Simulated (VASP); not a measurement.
# Re (P6_3/mmc) in VASP: further runs

The runs below take Re through single point, with r2SCAN0, r2SCANh.

Program: VASP 6.6.1. These are calculated values, not measurements. Logs are shortened: lines on timing, memory, paths and dates and some standing lists are left out, and cuts for length are marked.

## 1. The cell of the first run

Symmetry: P6_3/mmc, No. 194, hexagonal system. The conventional cell has a = 2.761 Å, b = 2.761 Å, c = 4.458 Å, α = 90.00°, β = 90.00°, γ = 120.00°. Within 3.6 Å of Re (site symmetry -6m2) lie 12 Re at 2.74 to 2.76 Å.

## 2. Single point, r2SCAN0

The input, POSCAR:

```
Re
1.0
    2.7608000000      0.0000000000      0.0000000000
   -1.3804000000      2.3909229348      0.0000000000
    0.0000000000      0.0000000000      4.4582000000
Re
2
Direct
    0.6666666667      0.3333333333      0.7500000000
    0.3333333333      0.6666666667      0.2500000000
```

The input, INCAR.step1:

```
  PREC = Accurate
  ENCUT = 520
  EDIFF = 1E-5
  ISMEAR = -1
  SIGMA = 0.05
  LREAL = False
  LASPH = True
  NELM = 100
  ALGO = Normal
  ISIF = 2
  LWAVE = True
  NBANDS = 14
  GGA = PE
```

The input, INCAR.step2:

```
  PREC = Accurate
  ENCUT = 520
  EDIFF = 1E-6
  ISMEAR = -1
  SIGMA = 0.05
  LREAL = False
  LASPH = True
  NELM = 100
  ALGO = Normal
  ISIF = 2
  LWAVE = False
  LCHARG = True
  METAGGA = R2SCAN
  LHFCALC = True
  AEXX = 0.25
  LMIXTAU = True
  PRECFOCK = Normal
  LELF = True
  LVHAR = True
  NBANDS = 14
  ISTART = 1
```

The input, KPOINTS:

```
Automatic mesh
0
Gamma
  6 6 3
```

Potentials or basis: VASP PAW PBE potentials, release 64 (Re).

Started as:

```
$ cat potpaw_PBE.64/Re/POTCAR > POTCAR
$ cp INCAR.step1 INCAR
$ mpirun -np 1 vasp_std > vasp.out
$ cp INCAR.step2 INCAR
$ mpirun -np 1 vasp_std > vasp.out
```

OUTCAR:

```text
PREC = Accurate
   ENCUT = 520
   EDIFF = 1E-6
   ISMEAR = -1
   LREAL = False
   LASPH = True
   NELM = 100
   ISIF = 2
   METAGGA = R2SCAN
   LHFCALC = True
   AEXX = 0.25
   PRECFOCK = Normal
   ISTART = 1

 ion  position               nearest neighbor table
   1  0.667  0.333  0.750-   2 2.74   2 2.74   2 2.74   2 2.74   2 2.74   2 2.74
   2  0.333  0.667  0.250-   1 2.74   1 2.74   1 2.74   1 2.74   1 2.74   1 2.74

  LATTYP: Found a hexagonal cell.
 ALAT       =     2.7608000000
 C/A-ratio  =     1.6148217908

  Lattice vectors:

 A1 = (   2.7608000000,   0.0000000000,   0.0000000000)
 A2 = (  -1.3804000000,   2.3909229348,   0.0000000000)
 A3 = (   0.0000000000,   0.0000000000,   4.4582000000)

Analysis of symmetry for initial positions (statically):
=====================================================================
 Subroutine PRICEL returns:
 Original cell was already a primitive cell.

 Routine SETGRP: Setting up the symmetry group for a
 hexagonal supercell.

 Subroutine GETGRP returns: Found 24 space group operations
 (whereof 12 operations were pure point group operations)
 out of a pool of 24 trial point group operations.

The static configuration has the point symmetry D_3d.
 The point group associated with its full space group is D_6h.

Analysis of symmetry for dynamics (positions and initial velocities):
=====================================================================
 Subroutine PRICEL returns:
 Original cell was already a primitive cell.

 Routine SETGRP: Setting up the symmetry group for a
 hexagonal supercell.

 Subroutine GETGRP returns: Found 24 space group operations
 (whereof 12 operations were pure point group operations)
 out of a pool of 24 trial point group operations.

The dynamic configuration has the point symmetry D_3d.
 The point group associated with its full space group is D_6h.

 Subroutine INISYM returns: Found 24 space group operations
 (whereof 12 operations are pure point group operations),
 and found     1 'primitive' translations

----------------------------------------------------------------------------------------

                                     Primitive cell

  volume of cell :      29.4280

  direct lattice vectors                    reciprocal lattice vectors
     2.760800000  0.000000000  0.000000000     0.362213851  0.209124264  0.000000000
    -1.380400000  2.390922935  0.000000000     0.000000000  0.418248529  0.000000000
     0.000000000  0.000000000  4.458200000     0.000000000  0.000000000  0.224305774

  length of vectors
     2.760800000  2.760800000  4.458200000     0.418248529  0.418248529  0.224305774

  position of ions in fractional coordinates (direct lattice)
     0.666666667  0.333333333  0.750000000
     0.333333333  0.666666667  0.250000000

  ion indices of the primitive-cell ions
   primitive index   ion index
                 1           1
                 2           2

----------------------------------------------------------------------------------------

 KPOINTS: Automatic mesh

Automatic generation of k-mesh.
 Grid dimensions read from file:
 generate k-points for:    6    6    3

 Generating k-lattice:

  Cartesian coordinates                     Fractional coordinates (reciprocal lattice)
     0.060368975  0.034854044  0.000000000     0.166666667 -0.000000000  0.000000000
     0.000000000  0.069708088  0.000000000     0.000000000  0.166666667  0.000000000
     0.000000000  0.000000000  0.074768591     0.000000000  0.000000000  0.333333333

  Length of vectors
     0.069708088  0.069708088  0.074768591

  Shift w.r.t. Gamma in fractional coordinates (k-lattice)
     0.000000000  0.000000000  0.000000000

 Subroutine IBZKPT returns following result:
 ===========================================

 Found     14 irreducible k-points:

 Following reciprocal coordinates:
            Coordinates               Weight
  0.000000  0.000000  0.000000      1.000000
  0.166667 -0.000000  0.000000      6.000000
  0.333333 -0.000000  0.000000      6.000000
  0.500000 -0.000000  0.000000      3.000000
  0.166667  0.166667  0.000000      6.000000
  0.333333  0.166667  0.000000     12.000000
  0.333333  0.333333  0.000000      2.000000
  0.000000  0.000000  0.333333      2.000000
  0.166667 -0.000000  0.333333     12.000000
  0.333333 -0.000000  0.333333     12.000000
  0.500000 -0.000000  0.333333      6.000000
  0.166667  0.166667  0.333333     12.000000
  0.333333  0.166667  0.333333     24.000000
  0.333333  0.333333  0.333333      4.000000
   k-points           NKPTS =     14   k-points in BZ     NKDIM =    108   number of bands    NBANDS=     14
   number of dos      NEDOS =    301   number of ions     NIONS =      2
   total plane-waves  NPLWV =  20736
   dimension x,y,z NGX =    24 NGY =   24 NGZ =   36
   dimension x,y,z NGXF=    48 NGYF=   48 NGZF=   72
   ions per type =               2
   NGX,Y,Z   is equivalent  to a cutoff of  14.45, 14.45, 13.42 a.u.
   NGXF,Y,Z  is equivalent  to a cutoff of  28.90, 28.90, 26.85 a.u.
 SYSTEM =  unknown system
   PREC   = accura    normal or accurate (medium, high low for compatibility)
   ISTART =      1    job   : 0-new  1-cont  2-samecut
   ICHARG =      0    charge: 1-file 2-atom 10-const
   ISPIN  =      1    spin polarized calculation?
   LNONCOLLINEAR =      F non collinear calculations
   LSORBIT =      F    spin-orbit coupling
   LASPH  =      T    aspherical Exc in radial PAW
   ENCUT  =  520.0 eV  38.22 Ry    6.18 a.u.   5.13  5.13  8.29*2*pi/ulx,y,z
   NELM   =    100;   NELMIN=  2; NELMDL=  0     # of ELM steps
   EDIFF  = 0.1E-05   stopping-criterion for ELM
   LREAL  =      F    real-space projection
   EDIFFG = 0.1E-04   stopping-criterion for IOM
   NSW    =      0    number of steps for IOM
   IBRION =     -1    ionic relax: 0-MD 1-quasi-New 2-CG
   NFREE  =      0    steps in history (QN), initial steepest desc. (CG)
   ISIF   =      2    stress and relaxation
   ISYM   =      3    0-nonsym 1-usesym 2-fastsym
   POTIM  = 0.5000    time-step for ionic-motion
   TEBEG  =    0.0;   TEEND  =   0.0 temperature during run
   PSTRESS=    0.0 pullay stress
   NELECT =      14.0000    total number of electrons
   NUPDOWN=      -1.0000    fix difference up-down
   EMIN   =  10.00;   EMAX   =-10.00  energy-range for DOS
   EFERMI =   0.00;   METHOD = LEGACY
   ISMEAR =    -1;   SIGMA  =   0.05  broadening in eV -4-tet -1-fermi 0-gaus
   EFERMI_NEDOS =   21; number of points for ismear=-14 and -15
   IALGO  =     38    algorithm
   IMIX   =      1    mixing-type and parameters
     AMIX     =   0.40;   BMIX     =  1.00
     AMIX_MAG =   1.60;   BMIX_MAG =  1.00
  volume/ion in A,a.u.               =      14.71        99.29
  Fermi-wavevector in a.u.,A,eV,Ry     =   1.278000  2.415070 22.222174  1.633284
  Thomas-Fermi vector in A             =   2.410568
   LORBIT       =      0    0 simple, 1 ext, 2 COOP (PROOUT), +10 PAW based schemes
   METAGGA = R2SCAN    functional components
   LHFCALC =     T    Hartree Fock is set to
   PRECFOCK=normal    Normal, Fast or Accurate (Low or Medium for compatibility)
   ENCUT4O =  -1.0   cutoff for four orbital integrals eV
   NKREDX  =     1    reduce k-point grid by
   NKREDY  =     1    reduce k-point grid by
   NKREDZ  =     1    reduce k-point grid by
   AEXX    =    0.2500 exact exchange contribution
   HFSCREEN=    0.0000 screening length (either q_TF or 0.3 A-1)
   HFSCREENC=   0.0000 screening length for correlation (either q_TF or 0.3 A-1)
   ENCUTFOCK=  -1.0 apply spherical cutoff to Coloumb kernel
   IVDW    =     0    specifies the selected vdW correction
   LEPSILON=     F    determine dielectric tensor
   LRPA    =     F    only Hartree local field effects (RPA)
 non-spin polarized calculation
  energy-cutoff  :      520.00
  volume of cell :       29.43
 maximum number of plane-waves:       801
 NGX is ok and might be reduce to    24
  NGX = 16; NGY = 16; NGZ = 28

 number of electron      13.9999989 magnetization

 Free energy of the ion-electron system (eV)
  ---------------------------------------------------
  ext. energy  EPLUGINS =         0.00000000
  ---------------------------------------------------
  free energy    TOTEN  =       -92.25470287 eV

  energy without entropy =      -92.23958556  energy(sigma->0) =      -92.24714421

 E-fermi :   7.1928     XC(G=0): -11.6786

 val. band max:        6.7414266723   @ k =   0.1667  -0.0000   0.0000
 cond. band min:       7.2096637646   @ k =   0.3333   0.1667   0.3333
 fundamental gap:      0.4682370923
 Fermi energy:         7.1928315313

 k-point     1 :       0.0000    0.0000    0.0000
  band No.  band energies     occupation
      1      -4.4356      2.00000
      2      -0.7905      2.00000
      3       5.0899      2.00000
      4       5.0899      2.00000
      5       5.1050      2.00000
      6       6.1784      2.00000
      7       6.1784      2.00000
      8       7.9410      0.00000
      9       7.9410      0.00000
     10       8.0395      0.00000
     11      11.8462      0.00000
     12      11.8462      0.00000
     13      19.3184      0.00000
     14      23.5102      0.00000

 k-point     2 :       0.1667   -0.0000    0.0000
  band No.  band energies     occupation
      1      -3.2030      2.00000
      2       0.2709      2.00000
      3       3.6392      2.00000
      4       4.5965      2.00000
      5       5.3037      2.00000
      6       6.4219      2.00000
      7       6.4584      2.00000
      8       6.6686      1.99994
      9       6.7414      1.99976
     10       7.9954      0.00000
     11      12.3591      0.00000
     12      15.2637      0.00000
     13      19.1267      0.00000
     14      25.7158      0.00000

 k-point     3 :       0.3333   -0.0000    0.0000
  band No.  band energies     occupation
      1      -0.7439      2.00000
      2       0.5709      2.00000
      3       1.8038      2.00000
      4       3.7556      2.00000
      5       5.1720      2.00000
      6       5.2917      2.00000
      7       5.7117      2.00000
      8      10.2543      0.00000
      9      10.2925      0.00000
     10      10.9528      0.00000
     11      12.8885      0.00000
     12      18.3916      0.00000
     13      19.6421      0.00000
     14      21.6177      0.00000

 k-point     4 :       0.5000   -0.0000    0.0000
  band No.  band energies     occupation
      1      -0.0742      2.00000
      2       0.1495      2.00000
      3       0.8048      2.00000
      4       4.6762      2.00000
      5       4.8319      2.00000
      6       5.3007      2.00000
      7       6.2434      2.00000
      8      12.5331      0.00000
      9      13.0287      0.00000
     10      13.1250      0.00000
     11      14.7760      0.00000
     12      15.8712      0.00000
     13      19.4115      0.00000
     14      21.8241      0.00000

 k-point     5 :       0.1667    0.1667    0.0000
  band No.  band energies     occupation
      1      -1.1481      2.00000
      2       1.6164      2.00000
      3       2.4755      2.00000
      4       2.5606      2.00000
      5       4.8046      2.00000
      6       4.9454      2.00000
      7       6.4513      2.00000
      8       8.2438      0.00000
      9       9.6612      0.00000
     10      10.7738      0.00000
     11      12.4729      0.00000
[... 106 lines left out ...]
 k-point    12 :       0.1667    0.1667    0.3333
  band No.  band energies     occupation
      1      -0.4294      2.00000
      2       1.3844      2.00000
      3       2.2936      2.00000
      4       2.9408      2.00000
      5       4.1743      2.00000
      6       4.8832      2.00000
      7       6.1140      2.00000
      8       8.5184      0.00000
      9      10.6291      0.00000
     10      10.7053      0.00000
     11      11.9515      0.00000
     12      14.2545      0.00000
     13      22.2167      0.00000
     14      25.2989      0.00000

 k-point    13 :       0.3333    0.1667    0.3333
  band No.  band energies     occupation
      1       0.1503      2.00000
      2       1.1820      2.00000
      3       1.9968      2.00000
      4       3.3848      2.00000
      5       4.0852      2.00000
      6       5.6300      2.00000
      7       7.2097      0.83325
      8       9.4637      0.00000
      9      11.2795      0.00000
     10      13.1476      0.00000
     11      14.5176      0.00000
     12      15.8930      0.00000
     13      19.7360      0.00000
     14      21.7230      0.00000

 k-point    14 :       0.3333    0.3333    0.3333
  band No.  band energies     occupation
      1       1.7730      2.00000
      2       1.7732      2.00000
      3       1.8409      2.00000
      4       2.9091      2.00000
      5       4.3465      2.00000
      6       4.3469      2.00000
      7       7.5798      0.00087
      8       9.2749      0.00000
      9      11.7983      0.00000
     10      11.7985      0.00000
     11      17.1209      0.00000
     12      17.1210      0.00000
     13      20.2497      0.00000
     14      21.5357      0.00000

------------------------ aborting loop because EDIFF is reached ----------------------------------------

  FORCE on cell =-STRESS in cart. coord.  units (eV):
  Direction    XX          YY          ZZ          XY          YZ          ZX
  --------------------------------------------------------------------------------------
  -------------------------------------------------------------------------------------
  Total       -1.9481071     -1.9481071     -3.7516576      0.0000000     -0.0000000      0.0000000
  in kB     -106.0628596   -106.0628597   -204.2554719      0.0000000     -0.0000000      0.0000000
  external PRESSURE =    -138.7937304 kB  Pullay stress =       0.0000000 kB

 VOLUME and BASIS-vectors are now :
 -----------------------------------------------------------------------------
  energy-cutoff  :      520.00
  volume of cell :       29.43
      direct lattice vectors                 reciprocal lattice vectors
     2.760800000  0.000000000  0.000000000     0.362213851  0.209124264  0.000000000
    -1.380400000  2.390922935  0.000000000     0.000000000  0.418248529  0.000000000
     0.000000000  0.000000000  4.458200000     0.000000000  0.000000000  0.224305774

 POSITION                                       TOTAL-FORCE (eV/Angst)
 -----------------------------------------------------------------------------------
      1.38040      0.79697      3.34365        -0.000000      0.000000      0.000000
     -0.00000      1.59395      1.11455         0.000000     -0.000000      0.000000
 -----------------------------------------------------------------------------------
    total drift:                                0.000001     -0.000002     -0.000267

  FREE ENERGIE OF THE ION-ELECTRON SYSTEM (eV)
  ---------------------------------------------------
  free  energy   TOTEN  =       -92.2547028683 eV

  energy  without entropy=      -92.2395855591  energy(sigma->0) =      -92.24714421
```

Wall time 18 min (1 thread of Intel Xeon Platinum 8488C (Sapphire Rapids), shared host); peak memory 0.17 GiB.

Results:

```
Free energy            : -92.2547 eV
Pressure               : -13.9 GPa
Band gap on the k mesh : zero (bands 7 and 8 overlap by 3.87 eV)
```

Caveat: the k points lie up to 0.47 Å⁻¹ apart, too coarse for converged energies and pressures of a metal; the PAW data sets were made with another functional, which shifts forces and pressure a little; spin-orbit coupling is left out, which moves the levels of the heavy elements.

## 3. Single point, r2SCANh

POSCAR is that of step 2.

The input, INCAR.step1:

```
PREC = Accurate ; ENCUT = 520
EDIFF = 1E-5 ; ISMEAR = -1
SIGMA = 0.05 ; LREAL = False
LASPH = True ; NELM = 100
ALGO = Normal ; ISIF = 2
LWAVE = True ; NBANDS = 14
GGA = PE
```

The input, INCAR.step2:

```
PREC = Accurate ; ENCUT = 520
EDIFF = 1E-7 ; ISMEAR = -1
SIGMA = 0.05 ; LREAL = False
LASPH = True ; NELM = 100
ALGO = Normal ; ISIF = 2
LWAVE = False ; LCHARG = True
METAGGA = R2SCAN ; LHFCALC = True
AEXX = 0.1 ; LMIXTAU = True
PRECFOCK = Normal ; LELF = True
LVHAR = True ; NBANDS = 14
ISTART = 1
```

KPOINTS is that of step 2.

Potentials or basis: VASP PAW PBE potentials, release 64 (Re).

Started as:

```
$ cat potpaw_PBE.64/Re/POTCAR > POTCAR
$ cp INCAR.step1 INCAR
$ mpirun -np 1 vasp_std > vasp.out
$ cp INCAR.step2 INCAR
$ mpirun -np 1 vasp_std > vasp.out
```

It took 16 min on 1 thread of Intel Xeon Platinum 8488C (Sapphire Rapids), shared host; peak memory 0.17 GiB.

Results (log left out):

- Free energy: -99.8055 eV
- Pressure: -5.6 GPa
- Band gap on the k mesh: zero (bands 7 and 8 overlap by 3.36 eV)

Stress tensor (GPa, compression positive):
```
 -2.87   0.00   0.00
  0.00  -2.87   0.00
  0.00   0.00 -11.20
```

Levels at points of the mesh, in eV from the Fermi level:
| k point | band 3 | band 4 | band 5 | band 6 | band 7 | band 8 | band 9 | band 10 | band 11 | band 12 |
| --- | --- | --- | --- | --- | --- | --- | --- | --- | --- | --- |
| (0.00, 0.00, 0.00) | -1.70 | -1.70 | -1.68 | -0.75 | -0.75 | 0.57 | 0.57 | 0.81 | 4.11 | 4.11 |
| (0.50, 0.00, 0.00) | -5.71 | -2.06 | -1.93 | -1.48 | -0.63 | 4.72 | 5.19 | 5.28 | 6.92 | 8.01 |

Caveat: the k points lie up to 0.47 Å⁻¹ apart, too coarse for converged energies and pressures of a metal; the PAW data sets were made with another functional, which shifts forces and pressure a little; spin-orbit coupling is left out, which moves the levels of the heavy elements.
